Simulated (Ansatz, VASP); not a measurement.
# Two plane-wave programs on Sn2TeO3

```
Sn Te O
1.0
     3.00338    0.00000    0.00000
     0.00000    3.00338    0.00000
     0.00000    0.00000   13.07107
Sn Te O
2 1 3
Direct
  0.00000 0.00000 0.36855
  0.00000 0.00000 0.63145
  0.00000 0.00000 0.00000
  0.50000 0.50000 0.29646
  0.50000 0.50000 0.50000
  0.50000 0.50000 0.70354
```

Change from the starting cell: species swapped into the Pr3MgAl2 type (P4/mmm, No. 123).

Alike in both runs: functional PBE; k mesh 12 × 12 × 4; occupations gaussian, width 0.1 eV; no spin polarisation.

Ansatz relaxed the structure, and its values are those at the end. VASP's run is a single point on that final structure, the one shown.

|  | VASP | Ansatz |
| --- | --- | --- |
| version | VASP 6.6.1 | Ansatz 0.2.0 |
| potentials or method | VASP PAW PBE potentials, release 64 (Sn_d, Te, O), cutoff 520 eV | scalar-relativistic, plane waves, PAW |
| valence electrons in the cell | 52 | 62 |

```csv
,VASP,Ansatz,Ansatz less VASP
gap on the k mesh at the Fermi level (eV),none,none,-
pressure (GPa),0.1,0.0,-0.06
rms of the force components (eV/Å),0.009,0.000,-0.0088
```

A gap of «none» marks a metal or a gap that the smearing closes. VASP's potentials hold 52 valence electrons a cell and Ansatz's 62, so a difference there can come from the potentials and not from the codes.

Spin-orbit coupling is off throughout.
